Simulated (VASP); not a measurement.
# ZnCd2Se3: relaxation of cell and atoms with PBE

The system is ZnCd2Se3.

```xyz
6
Lattice="6.5281 0.0000 0.0000 -3.2640 5.6535 0.0000 0.0000 0.0000 3.8271" Properties=species:S:1:pos:R:3 pbc="T T T"
Zn    0.0000    0.0000    1.9135
Cd    3.2640    1.8845    1.9135
Cd    0.0000    3.7690    1.9135
Se   -1.6320    2.8267    0.0000
Se    1.6320    2.8267    0.0000
Se    3.2640    0.0000    0.0000
```

The cell was built from a structure type or drawn by symmetry, and may not be a known phase.

```
Program                : VASP 6.6.1
Task                   : relaxation of cell and atoms
Functional             : PBE
Potentials or basis    : VASP PAW PBE potentials, release 64 (Zn, Cd, Se)
Cutoff                 : 600 eV
k mesh                 : 3 × 3 × 4
Occupations            : gaussian, width 0.1 eV
Spin                   : no spin polarisation
Dipole correction      : no
Further INCAR settings : ALGO = Normal; EDIFF = 1e-07; IBRION = 2; EDIFFG = -0.04; NSW = 90; ISIF = 3
```

The relaxed volume is 27.28 Å³/atom and the relaxed cell is a = 6.793 Å, b = 6.793 Å, c = 4.096 Å, α = 90.00°, β = 90.00°, γ = 120.00°. The space group after relaxing (to 0.1 Å) is P6/mmm (No. 191) and the energy gained by relaxing is 96.8 meV/atom. The ionic steps are 4, the pressure after relaxing is -0.1 GPa and the band gap on the k mesh is zero (bands 27 and 28 overlap by 0.56 eV).

Stress tensor (GPa, compression positive):
```
-0.20  0.00  0.00
 0.00 -0.20  0.00
 0.00  0.00  0.16
```

The path:
```
step  energy change (eV)  largest force (eV/Å)  pressure (GPa)  volume (Å³)
   1              0.0000                0.0000            9.02       141.24
   2             -0.5469                0.0000           -1.56       170.02
   3             -0.5809                0.0000            0.04       163.22
   4             -0.5810                0.0000           -0.08       163.68
```

Final structure:
```
CELL_PARAMETERS angstrom
6.79273 0.00000 0.00000
-3.39637 5.88268 0.00000
0.00000 0.00000 4.09627
ATOMIC_POSITIONS crystal
Zn 0.00000 0.00000 0.50000
Cd 0.66667 0.33333 0.50000
Cd 0.33333 0.66667 0.50000
Se 0.00000 0.50000 0.00000
Se 0.50000 0.50000 0.00000
Se 0.50000 0.00000 0.00000
```

Levels at points of the mesh, in eV from the Fermi level:
```csv
k point,band 25,band 26,band 27,band 28,band 29,band 30
"(0.00, 0.00, 0.00)",-0.49,-0.04,0.18,0.18,0.19,3.62
"(0.00, 0.00, 0.50)",-1.25,-0.25,0.41,0.67,0.67,2.24
```

Wall time 120 s on 1 thread of Intel(R) Xeon(R) 6975P-C (Granite Rapids) (shared host), peak memory 0.33 GiB.

Caveat: the k points lie up to 0.38 Å⁻¹ apart in the final cell, too coarse for converged energies and pressures of a metal; the volume moved by over 15 % at a fixed basis, so the end points are rough; semilocal functionals underestimate gaps, so a narrow gap can read as zero.
